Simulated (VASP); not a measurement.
# Si3N4 (P6_3/m) in VASP: further runs

The runs below take Si3N4 through single point, relaxation of cell and atoms, with PBE+D3(BJ).

Program: VASP 6.6.1. These are calculated values, not measurements. Logs are shortened: lines on timing, memory, paths and dates and some standing lists are left out, and cuts for length are marked.

**1. The cell of the first run**

The structure is hexagonal, space group P6_3/m (No. 176). Conventional cell: a = 7.609 Å, b = 7.609 Å, c = 2.908 Å, α = 90.00°, β = 90.00°, γ = 120.00°. Within 2.3 Å of Si (site symmetry m) lie 4 N at 1.71 to 1.79 Å. N (site symmetry -6) has 3 Si at 1.73 Å within 2.3 Å. Within 2.3 Å of N (site symmetry m) lie 3 Si at 1.71 to 1.79 Å.

**2. Single point, PBE+D3(BJ)**

File INCAR:

```
SYSTEM = Si3N4
  PREC = Accurate
  ENCUT = 520
  EDIFF = 1E-6
  ISMEAR = 0
  SIGMA = 0.1
  LREAL = .False.
  LASPH = .True.
  NELM = 100
  ALGO = Normal
  ISIF = 2
  LWAVE = .False.
  LCHARG = .False.
  GGA = PE
  IVDW = 12
  NBANDS = 45
```

File KPOINTS:

```
Automatic mesh
0
Gamma
  3 3 6
  0 0 0
```

File POSCAR:

```
Si3N4
1.0
    7.6093012536      0.0000000000      0.0000000000
   -3.8046506268      6.5898481906      0.0000000000
    0.0000000000      0.0000000000      2.9079000000
Si N
6 8
Direct
    0.1742000000      0.7678000000      0.2500000000
    0.4064000000      0.1742000000      0.7500000000
    0.2322000000      0.4064000000      0.2500000000
    0.8258000000      0.2322000000      0.7500000000
    0.5936000000      0.8258000000      0.2500000000
    0.7678000000      0.5936000000      0.7500000000
    0.3333333333      0.6666666667      0.2500000000
    0.6666666667      0.3333333333      0.7500000000
    0.3290000000      0.0390000000      0.2500000000
    0.2900000000      0.3290000000      0.7500000000
    0.9610000000      0.2900000000      0.2500000000
    0.6710000000      0.9610000000      0.7500000000
    0.7100000000      0.6710000000      0.2500000000
    0.0390000000      0.7100000000      0.7500000000
```

Potentials or basis: VASP PAW PBE potentials, release 64 (Si, N).

Launch:

```bash
$ cat potpaw_PBE.64/Si/POTCAR potpaw_PBE.64/N/POTCAR > POTCAR
$ mpirun -np 1 vasp_std > vasp.out
```

OUTCAR:

```text
SYSTEM = Si3N4
   PREC = Accurate
   ENCUT = 520
   EDIFF = 1E-6
   ISMEAR = 0
   LREAL = .False.
   LASPH = .True.
   NELM = 100
   ISIF = 2
   GGA = PE
   IVDW = 12
 IVDW          = 12

 ion  position               nearest neighbor table
   1  0.174  0.768  0.250-  14 1.71  14 1.71   7 1.73   9 1.79   3 3.00   5 3.00   2 3.06   2 3.06
                             6 3.06   6 3.06
   2  0.406  0.174  0.750-   9 1.71   9 1.71   8 1.73  10 1.79   6 3.00   4 3.00   1 3.06   1 3.06
                             3 3.06   3 3.06
   3  0.232  0.406  0.250-  10 1.71  10 1.71   7 1.73  11 1.79   5 3.00   1 3.00   2 3.06   2 3.06
                             4 3.06   4 3.06
   4  0.826  0.232  0.750-  11 1.71  11 1.71   8 1.73  12 1.79   6 3.00   2 3.00   5 3.06   5 3.06
                             3 3.06   3 3.06
   5  0.594  0.826  0.250-  12 1.71  12 1.71   7 1.73  13 1.79   3 3.00   1 3.00   4 3.06   4 3.06
                             6 3.06   6 3.06
   6  0.768  0.594  0.750-  13 1.71  13 1.71   8 1.73  14 1.79   2 3.00   4 3.00   5 3.06   5 3.06
                             1 3.06   1 3.06
   7  0.333  0.667  0.250-   1 1.73   5 1.73   3 1.73
   8  0.667  0.333  0.750-   4 1.73   2 1.73   6 1.73
   9  0.329  0.039  0.250-   2 1.71   2 1.71   1 1.79
  10  0.290  0.329  0.750-   3 1.71   3 1.71   2 1.79
  11  0.961  0.290  0.250-   4 1.71   4 1.71   3 1.79
  12  0.671  0.961  0.750-   5 1.71   5 1.71   4 1.79
  13  0.710  0.671  0.250-   6 1.71   6 1.71   5 1.79
  14  0.039  0.710  0.750-   1 1.71   1 1.71   6 1.79

  LATTYP: Found a hexagonal cell.
 ALAT       =     7.6093012536
 C/A-ratio  =     0.3821507262

  Lattice vectors:

 A1 = (   7.6093012536,   0.0000000000,   0.0000000000)
 A2 = (  -3.8046506268,   6.5898481906,   0.0000000000)
 A3 = (   0.0000000000,   0.0000000000,   2.9079000000)

Analysis of symmetry for initial positions (statically):
=====================================================================
 Subroutine PRICEL returns:
 Original cell was already a primitive cell.

 Routine SETGRP: Setting up the symmetry group for a
 hexagonal supercell.

 Subroutine GETGRP returns: Found 12 space group operations
 (whereof  6 operations were pure point group operations)
 out of a pool of 24 trial point group operations.

The static configuration has the point symmetry S_6 .
 The point group associated with its full space group is C_6h.

Analysis of symmetry for dynamics (positions and initial velocities):
=====================================================================
 Subroutine PRICEL returns:
 Original cell was already a primitive cell.

 Routine SETGRP: Setting up the symmetry group for a
 hexagonal supercell.

 Subroutine GETGRP returns: Found 12 space group operations
 (whereof  6 operations were pure point group operations)
 out of a pool of 24 trial point group operations.

The dynamic configuration has the point symmetry S_6 .
 The point group associated with its full space group is C_6h.

 Subroutine INISYM returns: Found 12 space group operations
 (whereof  6 operations are pure point group operations),
 and found     1 'primitive' translations

----------------------------------------------------------------------------------------

                                     Primitive cell

  volume of cell :     145.8141

  direct lattice vectors                    reciprocal lattice vectors
     7.609301254  0.000000000  0.000000000     0.131418111  0.075874282  0.000000000
    -3.804650627  6.589848191  0.000000000     0.000000000  0.151748564  0.000000000
     0.000000000  0.000000000  2.907900000     0.000000000  0.000000000  0.343890780

  length of vectors
     7.609301254  7.609301254  2.907900000     0.151748564  0.151748564  0.343890780

  position of ions in fractional coordinates (direct lattice)
     0.174200000  0.767800000  0.250000000
     0.406400000  0.174200000  0.750000000
     0.232200000  0.406400000  0.250000000
     0.825800000  0.232200000  0.750000000
     0.593600000  0.825800000  0.250000000
     0.767800000  0.593600000  0.750000000
     0.333333333  0.666666667  0.250000000
     0.666666667  0.333333333  0.750000000
     0.329000000  0.039000000  0.250000000
     0.290000000  0.329000000  0.750000000
     0.961000000  0.290000000  0.250000000
     0.671000000  0.961000000  0.750000000
     0.710000000  0.671000000  0.250000000
     0.039000000  0.710000000  0.750000000

  ion indices of the primitive-cell ions
   primitive index   ion index
                 1           1
                 2           2
                 3           3
                 4           4
                 5           5
                 6           6
                 7           7
                 8           8
                 9           9
                10          10
                11          11
                12          12
                13          13
                14          14

----------------------------------------------------------------------------------------

 KPOINTS: Automatic mesh

Automatic generation of k-mesh.
 Grid dimensions read from file:
 generate k-points for:    3    3    6

 Generating k-lattice:

  Cartesian coordinates                     Fractional coordinates (reciprocal lattice)
     0.043806037  0.025291427  0.000000000     0.333333333  0.000000000  0.000000000
     0.000000000  0.050582855  0.000000000     0.000000000  0.333333333  0.000000000
     0.000000000  0.000000000  0.057315130     0.000000000  0.000000000  0.166666667

  Length of vectors
     0.050582855  0.050582855  0.057315130

  Shift w.r.t. Gamma in fractional coordinates (k-lattice)
     0.000000000  0.000000000  0.000000000

 Subroutine IBZKPT returns following result:
 ===========================================

 Found     12 irreducible k-points:

 Following reciprocal coordinates:
            Coordinates               Weight
  0.000000  0.000000  0.000000      1.000000
  0.333333  0.000000  0.000000      6.000000
  0.333333  0.333333  0.000000      2.000000
  0.000000  0.000000  0.166667      2.000000
  0.333333  0.000000  0.166667     12.000000
  0.333333  0.333333  0.166667      4.000000
  0.000000  0.000000  0.333333      2.000000
  0.333333  0.000000  0.333333     12.000000
  0.333333  0.333333  0.333333      4.000000
  0.000000  0.000000  0.500000      1.000000
  0.333333  0.000000  0.500000      6.000000
  0.333333  0.333333  0.500000      2.000000
   k-points           NKPTS =     12   k-points in BZ     NKDIM =     12   number of bands    NBANDS=     45
   number of dos      NEDOS =    301   number of ions     NIONS =     14
   total plane-waves  NPLWV =  86400
   dimension x,y,z NGX =    60 NGY =   60 NGZ =   24
   dimension x,y,z NGXF=   120 NGYF=  120 NGZF=   48
   ions per type =               6   8
   NGX,Y,Z   is equivalent  to a cutoff of  13.11, 13.11, 13.72 a.u.
   NGXF,Y,Z  is equivalent  to a cutoff of  26.22, 26.22, 27.44 a.u.
 SYSTEM =  Si3N4
   PREC   = accura    normal or accurate (medium, high low for compatibility)
   ISTART =      0    job   : 0-new  1-cont  2-samecut
   ICHARG =      2    charge: 1-file 2-atom 10-const
   ISPIN  =      1    spin polarized calculation?
   LNONCOLLINEAR =      F non collinear calculations
   LSORBIT =      F    spin-orbit coupling
   LASPH  =      T    aspherical Exc in radial PAW
   ENCUT  =  520.0 eV  38.22 Ry    6.18 a.u.  14.15 14.15  5.41*2*pi/ulx,y,z
   NELM   =    100;   NELMIN=  2; NELMDL= -5     # of ELM steps
   EDIFF  = 0.1E-05   stopping-criterion for ELM
   LREAL  =      F    real-space projection
   EDIFFG = 0.1E-04   stopping-criterion for IOM
   NSW    =      0    number of steps for IOM
   IBRION =     -1    ionic relax: 0-MD 1-quasi-New 2-CG
   NFREE  =      0    steps in history (QN), initial steepest desc. (CG)
   ISIF   =      2    stress and relaxation
   ISYM   =      2    0-nonsym 1-usesym 2-fastsym
   POTIM  = 0.5000    time-step for ionic-motion
   TEBEG  =    0.0;   TEEND  =   0.0 temperature during run
   PSTRESS=    0.0 pullay stress
   NELECT =      64.0000    total number of electrons
   NUPDOWN=      -1.0000    fix difference up-down
   EMIN   =  10.00;   EMAX   =-10.00  energy-range for DOS
   EFERMI =   0.00;   METHOD = LEGACY
   ISMEAR =     0;   SIGMA  =   0.10  broadening in eV -4-tet -1-fermi 0-gaus
   EFERMI_NEDOS =   21; number of points for ismear=-14 and -15
   IALGO  =     38    algorithm
   IMIX   =      4    mixing-type and parameters
     AMIX     =   0.40;   BMIX     =  1.00
     AMIX_MAG =   1.60;   BMIX_MAG =  1.00
  volume/ion in A,a.u.               =      10.42        70.29
  Fermi-wavevector in a.u.,A,eV,Ry     =   1.244137  2.351078 21.060150  1.547877
  Thomas-Fermi vector in A             =   2.378417
   LORBIT       =      0    0 simple, 1 ext, 2 COOP (PROOUT), +10 PAW based schemes
   GGA     = PE    functional components
   LHFCALC =     F    Hartree Fock is set to
   AEXX    =    0.0000 exact exchange contribution
   IVDW    =    12    specifies the selected vdW correction
   LEPSILON=     F    determine dielectric tensor
   LRPA    =     F    only Hartree local field effects (RPA)
 non-spin polarized calculation
 Gauss-broadening in eV      SIGMA  =   0.10
  energy-cutoff  :      520.00
  volume of cell :      145.81
 maximum number of plane-waves:      3965
 NGX is ok and might be reduce to    60
   NGX = 29   NGY = 29   NGZ = 11

 number of electron      63.9999994 magnetization

 Free energy of the ion-electron system (eV)
  ---------------------------------------------------
  ext. energy  EPLUGINS =         0.00000000
  ---------------------------------------------------
  free energy    TOTEN  =      -114.13271575 eV

  energy without entropy =     -114.13271575  energy(sigma->0) =     -114.13271575

 E-fermi :   7.2753     XC(G=0): -10.7971

 val. band max:        6.7597011605   @ k =   0.0000   0.0000   0.1667
 cond. band min:      11.0502682543   @ k =   0.0000   0.0000   0.0000
 fundamental gap:      4.2905670939
 Fermi energy:         7.2752512032

 k-point     1 :       0.0000    0.0000    0.0000
  band No.  band energies     occupation
      1     -11.4827      2.00000
      2     -10.0537      2.00000
      3     -10.0537      2.00000
      4      -9.4880      2.00000
      5      -9.2272      2.00000
      6      -9.2272      2.00000
[... 36 lines left out ...]
     43      15.5169      0.00000
     44      15.9710      0.00000

 k-point     2 :       0.3333    0.0000    0.0000
  band No.  band energies     occupation
      1     -11.2483      2.00000
      2     -10.5754      2.00000
      3     -10.1729      2.00000
      4      -9.7955      2.00000
      5      -8.9504      2.00000
      6      -8.5241      2.00000
[... 36 lines left out ...]
     43      15.1319      0.00000
     44      15.8152      0.00000

 k-point     3 :       0.3333    0.3333    0.0000
  band No.  band energies     occupation
      1     -10.8444      2.00000
      2     -10.8444      2.00000
      3     -10.6755      2.00000
      4      -9.2640      2.00000
      5      -9.2640      2.00000
      6      -8.2504      2.00000
[... 412 lines left out ...]
     43      14.5231      0.00000
     44      14.5231      0.00000

 k-point    12 :       0.3333    0.3333    0.5000
  band No.  band energies     occupation
      1      -8.9068      2.00000
      2      -8.9068      2.00000
      3      -8.3571      2.00000
      4      -8.3571      2.00000
      5      -8.3388      2.00000
      6      -8.3388      2.00000
[... 36 lines left out ...]
     43      14.5702      0.00000
     44      14.5702      0.00000
 [bands above 44 left out]

------------------------ aborting loop because EDIFF is reached ----------------------------------------

 Edisp (eV)   -3.59214

 E8    (eV) :    -1.2786

  FORCE on cell =-STRESS in cart. coord.  units (eV):
  Direction    XX          YY          ZZ          XY          YZ          ZX
  --------------------------------------------------------------------------------------
  -------------------------------------------------------------------------------------
  Total      -0.86726    -0.86726     7.41050     0.00000     0.00000     0.00000
  in kB      -9.52925    -9.52925    81.42513     0.00000     0.00000     0.00000
  external pressure =       20.79 kB  Pullay stress =        0.00 kB

 VOLUME and BASIS-vectors are now :
 -----------------------------------------------------------------------------
  energy-cutoff  :      520.00
  volume of cell :      145.81
      direct lattice vectors                 reciprocal lattice vectors
     7.609301254  0.000000000  0.000000000     0.131418111  0.075874282  0.000000000
    -3.804650627  6.589848191  0.000000000     0.000000000  0.151748564  0.000000000
     0.000000000  0.000000000  2.907900000     0.000000000  0.000000000  0.343890780

 POSITION                                       TOTAL-FORCE (eV/Angst)
 -----------------------------------------------------------------------------------
     -1.59567      5.05969      0.72698         0.511972      1.217039      0.000000
      2.42965      1.14795      2.18093        -0.798001      1.051900     -0.000000
      0.22067      2.67811      0.72698        -1.309973     -0.165139      0.000000
      5.40032      1.53016      2.18093        -0.511972     -1.217039     -0.000000
      1.37500      5.44190      0.72698         0.798001     -1.051900      0.000000
      3.58398      3.91173      2.18093         1.309973      0.165139      0.000000
     -0.00000      4.39323      0.72698         0.000000      0.000000     -0.000000
      3.80465      2.19662      2.18093         0.000000      0.000000      0.000000
      2.35508      0.25700      0.72698         0.373398     -1.727825      0.000000
      0.95497      2.16806      2.18093         1.683040     -0.540541     -0.000000
      6.20919      1.91106      0.72698         1.309642      1.187285      0.000000
      1.44957      6.33284      2.18093        -0.373398      1.727825     -0.000000
      2.84968      4.42179      0.72698        -1.683040      0.540541     -0.000000
     -2.40454      4.67879      2.18093        -1.309642     -1.187285     -0.000000
 -----------------------------------------------------------------------------------
    total drift:                               -0.000000      0.000000      0.000000

  FREE ENERGIE OF THE ION-ELECTRON SYSTEM (eV)
  ---------------------------------------------------
  free  energy   TOTEN  =      -117.7248598813 eV

  energy  without entropy=     -117.7248598813  energy(sigma->0) =     -117.72485988
```

Run time: 50 s. Hardware: 1 thread of AMD EPYC 9R45 (Zen 5), shared host; peak memory 0.26 GiB.

What came out:

```yaml
Free_energy: -117.7249 eV
Pressure: 2.1 GPa
Largest_force: 1.768 eV/Å
Band_gap_on_the_k_mesh: 4.29 eV, indirect (least direct gap 4.56 eV)
Dispersion_energy_per_atom: -0.257 eV
```

Forces in eV/Å, atoms in the order of the input:
```
Si   0.512  1.217  0.000
Si  -0.798  1.052  0.000
Si  -1.310 -0.165  0.000
Si  -0.512 -1.217  0.000
Si   0.798 -1.052  0.000
Si   1.310  0.165  0.000
N    0.000  0.000  0.000
N    0.000  0.000  0.000
N    0.373 -1.728  0.000
N    1.683 -0.541  0.000
N    1.310  1.187  0.000
N   -0.373  1.728  0.000
N   -1.683  0.541  0.000
N   -1.310 -1.187  0.000
```

Levels at points of the mesh, in eV from the valence-band top:
```
           k point  band 30  band 31  band 32  band 33  band 34  band 35
(0.00, 0.00, 0.00)    -0.48    -0.46    -0.27     4.29     4.74     4.74
(0.00, 0.00, 0.50)    -1.68    -1.25    -1.25     4.70     4.70     4.70
```

Caveat: forces of over 1 eV/Å act on the atoms, so gaps and moduli don't describe the material at rest.

**3. Single point, PBE+D3(BJ)**

This run uses another cell than the first one, of 10.45 Å³/atom, 1.004 times its volume.

File INCAR:

```
SYSTEM = Si3N4
PREC     = Accurate       ! precision mode
ENCUT    = 520            ! plane-wave cutoff, eV
EDIFF    = 1E-7           ! SCF threshold, eV
ISMEAR   = 0              ! smearing method
SIGMA    = 0.1            ! smearing width, eV
LREAL    = .FALSE.        ! projectors in reciprocal space
LASPH    = .TRUE.         ! aspherical terms in the spheres
NELM     = 60             ! most SCF steps
ALGO     = Normal         ! electronic algorithm
ISIF     = 2              ! what is computed and relaxed
LWAVE    = .FALSE.        ! write WAVECAR
LCHARG   = .FALSE.        ! write CHGCAR
GGA      = PE             ! functional
IVDW     = 12             ! dispersion correction
NBANDS   = 45             ! bands
```

File KPOINTS:

```
regular mesh
0
G
  3 3 8
  0 0 0
```

File POSCAR:

```
Si3N4
1.0
    7.6190526438      0.0000000000      0.0000000000
   -3.8095263219      6.5982931423      0.0000000000
    0.0000000000      0.0000000000      2.9113636940
Si N
6 8
Direct
    0.1741197435      0.7679185540      0.2500000000
    0.4062011894      0.1741197435      0.7500000000
    0.2320814460      0.4062011894      0.2500000000
    0.8258802565      0.2320814460      0.7500000000
    0.5937988106      0.8258802565      0.2500000000
    0.7679185540      0.5937988106      0.7500000000
    0.3333333333      0.6666666667      0.2500000000
    0.6666666667      0.3333333333      0.7500000000
    0.3299555998      0.0299427562      0.2500000000
    0.3000128436      0.3299555998      0.7500000000
    0.9700572438      0.3000128436      0.2500000000
    0.6700444002      0.9700572438      0.7500000000
    0.6999871564      0.6700444002      0.2500000000
    0.0299427562      0.6999871564      0.7500000000
```

Potentials or basis: VASP PAW PBE potentials, release 64 (Si, N).

Launch:

```bash
$ cat potpaw_PBE.64/Si/POTCAR potpaw_PBE.64/N/POTCAR > POTCAR
$ mpirun -np 1 vasp_std > vasp.out
```

It took 68 s on 1 thread of AMD EPYC 9R45 (Zen 5), shared host; peak memory 0.27 GiB.

The run converged. Its results:

```
Free energy                : -118.0965 eV
Pressure                   : -0.3 GPa
Largest force              : 0.010 eV/Å
Band gap on the k mesh     : 4.32 eV, indirect (least direct gap 4.50 eV)
Dispersion energy per atom : -0.256 eV
```

Forces in eV/Å, atoms in the order of the input:
```
Si   0.010 -0.003  0.000
Si   0.008  0.007  0.000
Si  -0.002  0.010  0.000
Si  -0.010  0.003  0.000
Si  -0.008 -0.007  0.000
Si   0.002 -0.010  0.000
N    0.000  0.000  0.000
N    0.000  0.000  0.000
N   -0.003 -0.003  0.000
N    0.001 -0.004  0.000
N    0.004 -0.002  0.000
N    0.003  0.003  0.000
N   -0.001  0.004  0.000
N   -0.004  0.002  0.000
```

Levels at points of the mesh, in eV from the valence-band top:
```tsv
k point	band 28	band 29	band 30	band 31	band 32	band 33	band 34	band 35	band 36	band 37
(0.00, 0.00, 0.00)	-1.27	-1.27	-0.45	-0.38	-0.19	4.32	4.73	4.89	4.89	5.20
(0.00, 0.00, 0.50)	-1.60	-1.60	-1.60	-1.33	-1.33	4.71	4.71	4.71	4.71	7.30
```

(Part 1 of 2 ends here.)
